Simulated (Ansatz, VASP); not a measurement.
One calculation of WC, two programs

```
W C
1.0
     2.90050    0.00000    0.00000
    -1.45025    2.51191    0.00000
     0.00000    0.00000    2.82900
W C
1 1
Direct
  0.00000 0.00000 0.84093
  0.66667 0.33333 0.50000
```

Alike in both runs: task single point; functional PBEsol; k mesh 18 × 18 × 16; occupations gaussian, width 0.15 eV; no spin polarisation.

|  | VASP | Ansatz |
| --- | --- | --- |
| version | VASP 6.6.1 | Ansatz 0.2.0 |
| potentials or method | VASP PAW PBE potentials, release 64 (W_sv, C), cutoff 520 eV | scalar-relativistic, plane waves, PAW |
| valence electrons in the cell | 18 | 18 |

Ansatz gave:

* gap on the k mesh at the Fermi level (eV): none
* rms of the force components (eV/Å): 4.346

Task: What did VASP give for the same quantities?

Result: gap on the k mesh at the Fermi level (eV): none; rms of the force components (eV/Å): 4.394.

VASP's potentials were made for PBE, not for PBEsol. Atom by atom the forces differ by 0.048 eV/Å (rms over components). A gap of «none» marks a metal or a gap that the smearing closes.

Neither program's run includes spin-orbit coupling.
